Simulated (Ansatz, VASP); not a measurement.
One calculation of GaH3, two programs

```xyz
8
Lattice="5.3286 0.0000 0.0000 -2.6643 4.6147 0.0000 0.0000 0.0000 4.1570" Properties=species:S:1:pos:R:3 pbc="T T T"
Ga    2.6643    1.5382    1.0393
Ga    0.0000    3.0765    3.1178
H     0.0000    1.6379    1.0393
H    -1.2459    3.7958    1.0393
H     1.2459    3.7958    1.0393
H     1.4185    0.8189    3.1178
H     3.9102    0.8189    3.1178
H     2.6643    2.9768    3.1178
```

Change from the starting cell: species swapped into the La3Mg type (P6_3/mmc, No. 194).

Alike in both runs: task relaxation of cell and atoms; functional PBE; k mesh 6 × 6 × 4; occupations gaussian, width 0.1 eV; no spin polarisation.

```csv
,VASP,Ansatz
version,VASP 6.6.1,Ansatz 0.2.0
potentials or method,"VASP PAW PBE potentials, release 64 (Ga_d, H), cutoff 600 eV","scalar-relativistic, plane waves, PAW"
valence electrons in the cell,32,32
```

|  | VASP | Ansatz | Ansatz less VASP |
| --- | --- | --- | --- |
| gap on the k mesh at the Fermi level, each at its own relaxed structure (eV) | none | none | - |
| relaxed volume (Å³/atom) | 11.75 | 7.61 | -4.131 |
| relaxed length of the cell vector where the two differ most in proportion (Å) | 6.528 | 4.820 | -1.7082 |

A gap of «none» marks a metal or a gap that the smearing closes. One of these differences is far larger than is usual between the two programs; its cause wasn't traced.

The k mesh is coarse, so the values compare programs but aren't converged.
